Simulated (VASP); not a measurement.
NbSi2:

```
Nb Si
1.0
     4.81900    0.00000    0.00000
    -2.40950    4.17338    0.00000
     0.00000    0.00000    6.59200
Nb Si
3 6
Direct
  0.50000 0.00000 0.50000
  0.50000 0.50000 0.83333
  0.00000 0.50000 0.16667
  0.15990 0.31980 0.50000
  0.84010 0.15990 0.83333
  0.68020 0.84010 0.16667
  0.84010 0.68020 0.50000
  0.15990 0.84010 0.83333
  0.31980 0.15990 0.16667
```

| Property | Result |
| --- | --- |
| Program | VASP 6.6.1 |
| Task | relaxation of cell and atoms |
| Functional | PBEsol |
| Potentials or basis | VASP PAW PBE potentials, release 64 (Nb_sv, Si) |
| Cutoff | 600 eV |
| k mesh | 8 × 8 × 5 |
| Occupations | fermi-dirac, width 0.1 eV |
| Spin | no spin polarisation |

At the start: pressure -4.1 GPa; volume 14.73 Å³/atom.

Problem. Where does the relaxation end?

Solution. Over 5 steps the energy falls by 5.0 meV/atom and the volume is 14.38 Å³/atom (-2.3 %); space group P6_222 (No. 180, to 0.1 Å) before and after.

Step by step:
```csv
step,energy change (eV),largest force (eV/Å),pressure (GPa),volume (Å³)
1,0.0000,0.0286,-4.11,132.58
2,0.0311,0.0125,6.30,125.46
3,-0.0432,0.0138,0.12,129.43
4,-0.0447,0.0092,-0.07,129.47
5,-0.0450,0.0029,-0.02,129.46
```

Final structure:
```
Nb Si
1.0
     4.76880    0.00000    0.00000
    -2.38440    4.12990    0.00000
     0.00000    0.00000    6.57334
Nb Si
3 6
Direct
  0.50000 0.00000 0.50000
  0.50000 0.50000 0.83333
  0.00000 0.50000 0.16667
  0.15977 0.31955 0.50000
  0.84022 0.15977 0.83333
  0.68045 0.84023 0.16667
  0.84023 0.68045 0.50000
  0.15977 0.84023 0.83333
  0.31955 0.15977 0.16667
```

Caveat: the PAW data sets were made with another functional, which shifts forces and pressure a little.
